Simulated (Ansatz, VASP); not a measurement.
CsH in VASP and in Ansatz

POSCAR

```
CsH
1.0
    3.0304150112      3.0304150112      0.0000000000
   -3.0304150112      3.0304150112      0.0000000000
    0.0000000000      3.0304150112      3.0304150112
Cs H
1 1
Direct
    0.0000000000      0.0000000000      0.0000000000
    0.5000000000      0.5000000000      0.0000000000
```

File INCAR.step1:

```
PREC = Accurate
ENCUT = 520
ISMEAR = 0
SIGMA = 0.01
LREAL = F
LASPH = T
NELM = 60
NBANDS = 12
GGA = PE
ALGO = Normal
EDIFF = 1E-4
LWAVE = T
LCHARG = F
```

INCAR.step2

```
PREC = Accurate
ENCUT = 520
EDIFF = 1E-6
ISMEAR = 0
SIGMA = 0.01
LREAL = F
LASPH = T
NELM = 60
ALGO = Normal
ISIF = 2
LWAVE = F
LCHARG = F
METAGGA = R2SCAN
LMIXTAU = T
NBANDS = 12
ISTART = 1
```

File KPOINTS:

```
Automatic mesh
0
Gamma
  6 6 6
```

Input for Ansatz:

```yaml
crystal:
  lattice:
    - [3.03041501115, 3.03041501115, 0.0]
    - [-3.03041501115, 3.03041501115, 0.0]
    - [0.0, 3.03041501115, 3.03041501115]
  atoms:
    - { symbol: Cs, position: [0.0, 0.0, 0.0] }
    - { symbol: H, position: [0.5, 0.5, 0.0] }
kpoints:
  mp_grid: { grid: [6, 6, 6] }
scf:
  occupations: { method: fixed }
  convergence: { dr2_threshold: 1.0e-10 }
hamiltonian:
  xc: r2scan
  pseudopotentials: { kind: paw }
output:
  forces: true
  stress: true
  eigenstates:
    kpoints:
      - [0.0, 0.0, 0.0]
      - [0.5, 0.0, 0.0]
      - [0.0, 0.5, 0.5]
      - [0.0, -0.5, 0.0]
      - [0.5, 0.0, 0.5]
      - [-0.5, -0.5, -0.5]
      - [-0.5, 0.5, 0.0]
      - [0.0, 0.0, -0.5]
  eigenvalues: true
```

Alike in both runs: task single point; functional r2SCAN; k mesh 6 × 6 × 6; no spin polarisation.

```csv
,VASP,Ansatz
version,VASP 6.6.1,Ansatz 0.2.0
potentials or method,"VASP PAW PBE potentials, release 64 (Cs_sv, H)","PAW with Ansatz's default frozen-core files, scalar-relativistic"
plane-wave cutoff (eV),520,500
occupations,"gaussian, width 0.01 eV",fixed
valence electrons in the cell,10,10
```

Ansatz gave:

- gap on the k mesh at the Fermi level (eV): 2.47
- pressure (GPa): 2.0

Question: What did VASP give for the same quantities?

Answer: gap on the k mesh at the Fermi level (eV): 2.45; pressure (GPa): 2.1.

VASP's potentials were made for PBE, not for r2SCAN.

Spin-orbit coupling is off throughout.
